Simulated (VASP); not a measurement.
# CuO in VASP: a series of runs

The runs below take CuO through single point, with PBEsol+D3(BJ), PBEsol+D4, PBE+D4.

All numbers are computed with VASP 6.6.1; they aren't measurements. Logs are shortened: lines on timing, memory, paths and dates and some standing lists are left out, and cuts for length are marked.

## (1) The cell of the first run

The typed cell holds 4 atoms: a = 2.864 Å, b = 2.864 Å, c = 5.085 Å, α = 90.00°, β = 90.00°, γ = 89.62°.

## (2) Single point, PBEsol+D3(BJ)

INCAR reads:

```
PREC = Accurate
ENCUT = 520
EDIFF = 1E-6
ISMEAR = -1
SIGMA = 0.05
LREAL = False
LASPH = True
NELM = 60
ALGO = Normal
ISIF = 2
LWAVE = False
LCHARG = True
GGA = PS
IVDW = 12
LELF = True
LVHAR = True
NBANDS = 25
```

KPOINTS reads:

```
regular mesh
0
Gamma
  10 10 5
```

POSCAR reads:

```
CuO
1.0
    2.0258930614     -2.0185469321      0.1576773894
    2.0258930614      2.0185469321      0.1576773894
   -0.3947960049      0.0000000000      5.0700278669
Cu O
2 2
Direct
    0.5000000000      0.0000000000      0.5000000000
    0.0000000000      0.5000000000      0.0000000000
    0.5000691545      0.4999308455      0.7500000000
    0.4999308455      0.5000691545      0.2500000000
```

Potentials or basis: VASP PAW PBE potentials, release 64 (Cu, O).

Command:

```
> cat potpaw_PBE.64/Cu/POTCAR potpaw_PBE.64/O/POTCAR > POTCAR
> mpirun -np 1 vasp_std > vasp.out
```

OUTCAR:

```text
PREC = Accurate
   ENCUT = 520
   EDIFF = 1E-6
   ISMEAR = -1
   LREAL = False
   LASPH = True
   NELM = 60
   ISIF = 2
   GGA = PS
   IVDW = 12
 IVDW          = 12

 ion  position               nearest neighbor table
   1  0.500  0.000  0.500-   3 1.91   4 1.91   4 1.92   3 1.92
   2  0.000  0.500  0.000-   3 1.91   4 1.91   3 1.92   4 1.92
   3  0.500  0.500  0.750-   1 1.91   2 1.91   1 1.92   2 1.92
   4  0.500  0.500  0.250-   1 1.91   2 1.91   2 1.92   1 1.92

  LATTYP: Found a base centered monoclinic cell.
 ALAT       =     4.0640397908
 B/A-ratio  =     0.9933696696
 C/A-ratio  =     1.2513105200
 COS(beta)  =    -0.0000373277

  Lattice vectors:

 A1 = (   2.0258930614,  -2.0185469321,   0.1576773894)
 A2 = (   2.0258930614,   2.0185469321,   0.1576773894)
 A3 = (  -0.3947960049,   0.0000000000,   5.0700278669)

Analysis of symmetry for initial positions (statically):
=====================================================================
 Subroutine PRICEL returns:
 Original cell was already a primitive cell.

 Routine SETGRP: Setting up the symmetry group for a
 base centered monoclinic supercell.

 Subroutine GETGRP returns: Found  4 space group operations
 (whereof  2 operations were pure point group operations)
 out of a pool of  4 trial point group operations.

The static configuration has the point symmetry S_2 .
 The point group associated with its full space group is C_2h.

Analysis of symmetry for dynamics (positions and initial velocities):
=====================================================================
 Subroutine PRICEL returns:
 Original cell was already a primitive cell.

 Routine SETGRP: Setting up the symmetry group for a
 base centered monoclinic supercell.

 Subroutine GETGRP returns: Found  4 space group operations
 (whereof  2 operations were pure point group operations)
 out of a pool of  4 trial point group operations.

The dynamic configuration has the point symmetry S_2 .
 The point group associated with its full space group is C_2h.

 Subroutine INISYM returns: Found  4 space group operations
 (whereof  2 operations are pure point group operations),
 and found     1 'primitive' translations

----------------------------------------------------------------------------------------

                                     Primitive cell

  volume of cell :      41.7177

  direct lattice vectors                    reciprocal lattice vectors
     2.025893061 -2.018546932  0.157677389     0.245317962 -0.247702935  0.019102568
     2.025893061  2.018546932  0.157677389     0.245317962  0.247702935  0.019102568
    -0.394796005  0.000000000  5.070027867    -0.015258731  0.000000000  0.196049399

  length of vectors
     2.864199115  2.864199115  5.085375744     0.349145464  0.349145464  0.196642304

  position of ions in fractional coordinates (direct lattice)
     0.500000000  0.000000000  0.500000000
     1.000000000  0.500000000  0.000000000
     0.500069154  0.499930846  0.750000000
     0.499930846  0.500069154  0.250000000

  ion indices of the primitive-cell ions
   primitive index   ion index
                 1           1
                 2           2
                 3           3
                 4           4

----------------------------------------------------------------------------------------

 KPOINTS: regular mesh

Automatic generation of k-mesh.
 Grid dimensions read from file:
 generate k-points for:   10   10    5

 Generating k-lattice:

  Cartesian coordinates                     Fractional coordinates (reciprocal lattice)
     0.024531796 -0.024770294  0.001910257     0.100000000 -0.000000000  0.000000000
     0.024531796  0.024770294  0.001910257    -0.000000000  0.100000000  0.000000000
    -0.003051746  0.000000000  0.039209880     0.000000000  0.000000000  0.200000000

  Length of vectors
     0.034914546  0.034914546  0.039328461

  Shift w.r.t. Gamma in fractional coordinates (k-lattice)
     0.000000000  0.000000000  0.000000000

 Subroutine IBZKPT returns following result:
 ===========================================

 Found    141 irreducible k-points:

 Following reciprocal coordinates:
            Coordinates               Weight
  0.000000  0.000000  0.000000      1.000000
  0.100000 -0.000000 -0.000000      4.000000
  0.200000 -0.000000 -0.000000      4.000000
  0.300000  0.000000 -0.000000      4.000000
  0.400000  0.000000 -0.000000      4.000000
  0.500000  0.000000 -0.000000      2.000000
[... 16 lines left out ...]
  0.300000  0.300000 -0.000000      2.000000
  0.400000  0.300000 -0.000000      4.000000
 [... further k-points ...]
   k-points           NKPTS =    141   k-points in BZ     NKDIM =    141   number of bands    NBANDS=     25
   number of dos      NEDOS =    301   number of ions     NIONS =      4
   total plane-waves  NPLWV =  23040
   dimension x,y,z NGX =    24 NGY =   24 NGZ =   40
   dimension x,y,z NGXF=    48 NGYF=   48 NGZF=   80
   ions per type =               2   2
   NGX,Y,Z   is equivalent  to a cutoff of  13.93, 13.93, 13.08 a.u.
   NGXF,Y,Z  is equivalent  to a cutoff of  27.86, 27.86, 26.15 a.u.
 SYSTEM =  unknown system
   PREC   = accura    normal or accurate (medium, high low for compatibility)
   ISTART =      0    job   : 0-new  1-cont  2-samecut
   ICHARG =      2    charge: 1-file 2-atom 10-const
   ISPIN  =      1    spin polarized calculation?
   LNONCOLLINEAR =      F non collinear calculations
   LSORBIT =      F    spin-orbit coupling
   LASPH  =      T    aspherical Exc in radial PAW
   ENCUT  =  520.0 eV  38.22 Ry    6.18 a.u.   5.33  5.33  9.46*2*pi/ulx,y,z
   NELM   =     60;   NELMIN=  2; NELMDL= -5     # of ELM steps
   EDIFF  = 0.1E-05   stopping-criterion for ELM
   LREAL  =      F    real-space projection
   EDIFFG = 0.1E-04   stopping-criterion for IOM
   NSW    =      0    number of steps for IOM
   IBRION =     -1    ionic relax: 0-MD 1-quasi-New 2-CG
   NFREE  =      0    steps in history (QN), initial steepest desc. (CG)
   ISIF   =      2    stress and relaxation
   ISYM   =      2    0-nonsym 1-usesym 2-fastsym
   POTIM  = 0.5000    time-step for ionic-motion
   TEBEG  =    0.0;   TEEND  =   0.0 temperature during run
   PSTRESS=    0.0 pullay stress
   NELECT =      34.0000    total number of electrons
   NUPDOWN=      -1.0000    fix difference up-down
   EMIN   =  10.00;   EMAX   =-10.00  energy-range for DOS
   EFERMI =   0.00;   METHOD = LEGACY
   ISMEAR =    -1;   SIGMA  =   0.05  broadening in eV -4-tet -1-fermi 0-gaus
   EFERMI_NEDOS =   21; number of points for ismear=-14 and -15
   IALGO  =     38    algorithm
   IMIX   =      4    mixing-type and parameters
     AMIX     =   0.40;   BMIX     =  1.00
     AMIX_MAG =   1.60;   BMIX_MAG =  1.00
  volume/ion in A,a.u.               =      10.43        70.38
  Fermi-wavevector in a.u.,A,eV,Ry     =   1.529189  2.889748 31.816125  2.338419
  Thomas-Fermi vector in A             =   2.636844
   LORBIT       =      0    0 simple, 1 ext, 2 COOP (PROOUT), +10 PAW based schemes
   GGA     = PS    functional components
   LHFCALC =     F    Hartree Fock is set to
   AEXX    =    0.0000 exact exchange contribution
   IVDW    =    12    specifies the selected vdW correction
   LEPSILON=     F    determine dielectric tensor
   LRPA    =     F    only Hartree local field effects (RPA)
 non-spin polarized calculation
  energy-cutoff  :      520.00
  volume of cell :       41.72
 maximum number of plane-waves:      1140
 NGX is ok and might be reduce to    24
   NGX = 11   NGY = 11   NGZ = 19

 number of electron      33.9999965 magnetization

 Free energy of the ion-electron system (eV)
  ---------------------------------------------------
  ext. energy  EPLUGINS =         0.00000000
  ---------------------------------------------------
  free energy    TOTEN  =       -21.46861300 eV

  energy without entropy =      -21.44796099  energy(sigma->0) =      -21.45828699

 E-fermi :   5.4853     XC(G=0): -11.9350

 val. band max:        5.4676451885   @ k =  -0.1000   0.5000   0.2000
 cond. band min:       5.4928471640   @ k =  -0.3000   0.5000   0.4000
 fundamental gap:      0.0252019755
 Fermi energy:         5.4853362821

 k-point     1 :       0.0000    0.0000    0.0000
  band No.  band energies     occupation
      1     -14.7613      2.00000
      2     -13.2991      2.00000
      3      -3.2636      2.00000
      4      -0.3498      2.00000
      5      -0.3356      2.00000
      6       1.4126      2.00000
[... 17 lines left out ...]
     24      20.3371      0.00000
     25      20.5061      0.00000

 k-point     2 :       0.1000   -0.0000   -0.0000
  band No.  band energies     occupation
      1     -14.7001      2.00000
      2     -13.2806      2.00000
      3      -3.1639      2.00000
      4      -0.4068      2.00000
      5      -0.3133      2.00000
      6       0.8598      2.00000
[... 17 lines left out ...]
     24      20.5741      0.00000
     25      20.6388      0.00000

 k-point     3 :       0.2000   -0.0000   -0.0000
  band No.  band energies     occupation
      1     -14.5344      2.00000
      2     -13.2314      2.00000
      3      -2.8917      2.00000
      4      -0.5358      2.00000
      5      -0.2364      2.00000
      6      -0.1843      2.00000
[... 17 lines left out ...]
     24      20.5794      0.00000
     25      20.9767      0.00000

 k-point     4 :       0.3000    0.0000   -0.0000
  band No.  band energies     occupation
      1     -14.3173      2.00000
      2     -13.1695      2.00000
      3      -2.5300      2.00000
      4      -1.1924      2.00000
      5      -0.6238      2.00000
      6      -0.1375      2.00000
[... 17 lines left out ...]
     24      20.0101      0.00000
     25      20.9276      0.00000

 k-point     5 :       0.4000    0.0000   -0.0000
  band No.  band energies     occupation
      1     -14.1300      2.00000
      2     -13.1188      2.00000
      3      -2.2160      2.00000
      4      -1.9035      2.00000
      5      -0.6209      2.00000
      6      -0.0542      2.00000
[... 17 lines left out ...]
     24      18.8630      0.00000
     25      20.7003      0.00000

 k-point     6 :       0.5000    0.0000   -0.0000
  band No.  band energies     occupation
      1     -14.0553      2.00000
      2     -13.0990      2.00000
      3      -2.1820      2.00000
      4      -2.0677      2.00000
      5      -0.5914      2.00000
      6      -0.0217      2.00000
[... 17 lines left out ...]
     24      18.1992      0.00000
     25      20.5963      0.00000
[... 393 lines left out ...]
 k-point    21 :      -0.3000    0.2000    0.0000
  band No.  band energies     occupation
      1     -14.1033      2.00000
      2     -13.1141      2.00000
      3      -2.1422      2.00000
      4      -1.0670      2.00000
      5      -0.5208      2.00000
      6      -0.2333      2.00000
[... 17 lines left out ...]
     24      18.0108      0.00000
     25      20.9512      0.00000

 k-point    22 :      -0.2000    0.2000    0.0000
  band No.  band energies     occupation
      1     -14.3133      2.00000
      2     -13.1697      2.00000
      3      -2.5131      2.00000
      4      -0.5000      2.00000
      5      -0.3182      2.00000
      6      -0.2524      2.00000
[... 17 lines left out ...]
     24      17.5712      0.00000
     25      21.1542      0.00000

 k-point    23 :       0.3000    0.3000   -0.0000
  band No.  band energies     occupation
      1     -13.9031      2.00000
      2     -13.0659      2.00000
      3      -1.7585      2.00000
      4      -1.0428      2.00000
      5      -0.8121      2.00000
      6      -0.4831      2.00000
[... 17 lines left out ...]
     24      17.5485      0.00000
     25      20.4566      0.00000

 k-point    24 :       0.4000    0.3000   -0.0000
  band No.  band energies     occupation
      1     -13.7288      2.00000
      2     -13.0253      2.00000
      3      -1.6043      2.00000
      4      -1.3955      2.00000
      5      -0.8372      2.00000
      6      -0.4092      2.00000
[... 17 lines left out ...]
     24      17.8341      0.00000
     25      19.3498      0.00000

 [... further k-points ...]

------------------------ aborting loop because EDIFF is reached ----------------------------------------

 Edisp (eV)   -0.91191

 E8    (eV) :    -0.5539

  FORCE on cell =-STRESS in cart. coord.  units (eV):
  Direction    XX          YY          ZZ          XY          YZ          ZX
  --------------------------------------------------------------------------------------
  -------------------------------------------------------------------------------------
  Total       0.16495     0.17618     0.30138     0.00000     0.00000    -0.00578
  in kB       6.33503     6.76618    11.57457     0.00000     0.00000    -0.22201
  external pressure =        8.23 kB  Pullay stress =        0.00 kB

 VOLUME and BASIS-vectors are now :
 -----------------------------------------------------------------------------
  energy-cutoff  :      520.00
  volume of cell :       41.72
      direct lattice vectors                 reciprocal lattice vectors
     2.025893061 -2.018546932  0.157677389     0.245317962 -0.247702935  0.019102568
     2.025893061  2.018546932  0.157677389     0.245317962  0.247702935  0.019102568
    -0.394796005  0.000000000  5.070027867    -0.015258731  0.000000000  0.196049399

 POSITION                                       TOTAL-FORCE (eV/Angst)
 -----------------------------------------------------------------------------------
      0.81555     -1.00927      2.61385        -0.000000     -0.000000      0.000000
      1.01295      1.00927      0.07884        -0.000000     -0.000000      0.000000
      1.72980     -0.00028      3.96020        -0.000000      0.001996     -0.000000
      1.92719      0.00028      1.42518         0.000000     -0.001996     -0.000000
 -----------------------------------------------------------------------------------
    total drift:                                0.000000      0.000000     -0.000000

  FREE ENERGIE OF THE ION-ELECTRON SYSTEM (eV)
  ---------------------------------------------------
  free  energy   TOTEN  =       -22.3805216380 eV

  energy  without entropy=      -22.3598696283  energy(sigma->0) =      -22.37019563
```

It took 81 s on 1 thread of Intel Xeon 6975P-C (Granite Rapids), shared host; peak memory 0.26 GiB.

Results:

| Quantity | Value |
| --- | --- |
| Free energy | -22.3805 eV |
| Pressure | 0.8 GPa |
| Band gap on the k mesh | zero (bands 17 and 18 overlap by 0.99 eV) |
| Dispersion energy per atom | -0.228 eV |

Caveat: the PAW data sets were made with another functional, which shifts forces and pressure a little; semilocal functionals often make such compounds metallic where correlation or magnetic order opens a gap, which also shifts bond lengths.

## (3) Single point, PBEsol+D4

This run uses another cell than the first one, of 10.51 Å³/atom.

INCAR reads:

```
SYSTEM = CuO
PREC     = Accurate       ! precision mode
ENCUT    = 520            ! plane-wave cutoff, eV
EDIFF    = 1E-6           ! SCF threshold, eV
ISMEAR   = -1             ! smearing method
SIGMA    = 0.05           ! smearing width, eV
LREAL    = .False.        ! projectors in reciprocal space
LASPH    = .True.         ! aspherical terms in the spheres
NELM     = 100            ! most SCF steps
ALGO     = Normal         ! electronic algorithm
ISIF     = 2              ! what is computed and relaxed
LWAVE    = .False.        ! write WAVECAR
LCHARG   = .False.        ! write CHGCAR
GGA      = PS             ! functional
IVDW     = 13             ! dispersion correction
NBANDS   = 25             ! bands
```

KPOINTS reads:

```
regular mesh
0
Gamma
  10 10 5
  0 0 0
```

POSCAR reads:

```
CuO
1.0
    2.0306860333     -2.0290758495      0.1581995432
    2.0306860333      2.0290758495      0.1581995432
   -0.3954079876      0.0000000000      5.0688283729
Cu O
2 2
Direct
    0.5000000000      0.0000000000      0.5000000000
    0.0000000000      0.5000000000      0.0000000000
    0.4999738883      0.5000261117      0.7500000000
    0.5000261117      0.4999738883      0.2500000000
```

Potentials or basis: VASP PAW PBE potentials, release 64 (Cu, O).

Command:

```
> cat potpaw_PBE.64/Cu/POTCAR potpaw_PBE.64/O/POTCAR > POTCAR
> mpirun -np 1 vasp_std > vasp.out
```

It took 58 s on 1 thread of Intel Xeon 6975P-C (Granite Rapids), shared host; peak memory 0.25 GiB.

The run converged. Its results:

| Property | Result |
| --- | --- |
| Free energy | -22.1753 eV |
| Pressure | 0.8 GPa |
| Band gap on the k mesh | zero (bands 17 and 18 overlap by 0.99 eV) |
| Dispersion energy per atom | -0.175 eV |

Stress tensor (GPa, compression positive):
```
 0.63  0.00 -0.04
 0.00  0.66  0.00
-0.04  0.00  1.13
```

Levels at points of the mesh, in eV from the Fermi level:
```tsv
k point	band 15	band 16	band 17	band 18	band 19	band 20
(0.00, 0.00, 0.00)	-2.42	-2.03	0.72	0.73	1.52	6.06
(0.50, 0.00, 0.00)	-1.65	-1.57	0.26	0.49	3.48	6.03
(0.50, 0.50, 0.00)	-1.64	-1.23	-1.23	1.22	1.86	7.15
```

Caveat: the PAW data sets were made with another functional, which shifts forces and pressure a little; semilocal functionals often make such compounds metallic where correlation or magnetic order opens a gap, which also shifts bond lengths.

## (4) Single point, PBE+D4

This run uses another cell than the first one, of 10.90 Å³/atom.

INCAR reads:

```
SYSTEM = CuO
PREC = Accurate
ENCUT = 520
EDIFF = 1E-7
ISMEAR = -1
SIGMA = 0.05
LREAL = .FALSE.
LASPH = .TRUE.
NELM = 100
ALGO = Normal
ISIF = 2
LWAVE = .FALSE.
LCHARG = .FALSE.
GGA = PE
IVDW = 13
NBANDS = 25
```

KPOINTS reads:

```
regular mesh
0
G
  10 10 5
  0 0 0
```

POSCAR reads:

```
CuO
1.0
    2.0602023839     -2.0530248957      0.1607286327
    2.0602023839      2.0530248957      0.1607286327
   -0.4006593500      0.0000000000      5.1227849123
Cu O
2 2
Direct
    0.5000000000      0.0000000000      0.5000000000
    0.0000000000      0.5000000000      0.0000000000
    0.4999714035      0.5000285965      0.7500000000
    0.5000285965      0.4999714035      0.2500000000
```

Command:

```
> cat potpaw_PBE.64/Cu/POTCAR potpaw_PBE.64/O/POTCAR > POTCAR
> mpirun -np 1 vasp_std > vasp.out
```

It took 62 s on 1 thread of Intel Xeon 6975P-C (Granite Rapids), shared host; peak memory 0.25 GiB.

The run converged. Its results:

```
Free energy                : -20.9056 eV
Pressure                   : 0.7 GPa
Band gap on the k mesh     : zero (bands 17 and 18 overlap by 0.93 eV)
Dispersion energy per atom : -0.297 eV
```

Stress tensor (GPa, compression positive):
```
 0.56  0.00 -0.03
 0.00  0.61  0.00
-0.03  0.00  1.03
```

Levels at points of the mesh, in eV from the Fermi level:
```
           k point  band 15  band 16  band 17  band 18  band 19  band 20
(0.00, 0.00, 0.00)    -2.32    -1.96     0.69     0.70     1.48     6.16
(0.50, 0.00, 0.00)    -1.59    -1.51     0.24     0.48     3.67     5.96
(0.50, 0.50, 0.00)    -1.60    -1.20    -1.20     1.17     2.13     7.21
```

Caveat: semilocal functionals often make such compounds metallic where correlation or magnetic order opens a gap, which also shifts bond lengths.

## (5) The runs side by side

```csv
level,cell,gap on the mesh (eV),pressure (GPa)
PBEsol+D3(BJ),"a = 2.864, b = 2.864, c = 5.085 Å, angles 90.0, 90.0, 89.6°, 4 atoms",none,0.8
PBEsol+D4,"a = 2.875, b = 2.875, c = 5.084 Å, angles 90.0, 90.0, 89.8°, 4 atoms",none,0.8
PBE+D4,"a = 2.913, b = 2.913, c = 5.138 Å, angles 90.0, 90.0, 89.6°, 4 atoms",none,0.7
```

Alike in all rows: task single point; potentials or basis VASP PAW PBE potentials, release 64 (Cu, O); no spin polarisation; k mesh 10 × 10 × 5; cutoff (eV) 520; smearing fermi-dirac 0.05 eV.

Caveats: semilocal functionals often make such compounds metallic where correlation or magnetic order opens a gap, which also shifts bond lengths; the PAW data sets were made with another functional, which shifts forces and pressure a little (at least some runs).

Absolute energies hang on the potentials; compare differences alone.

The gap in the log of VASP goes by the Fermi energy; the results here count the filled bands.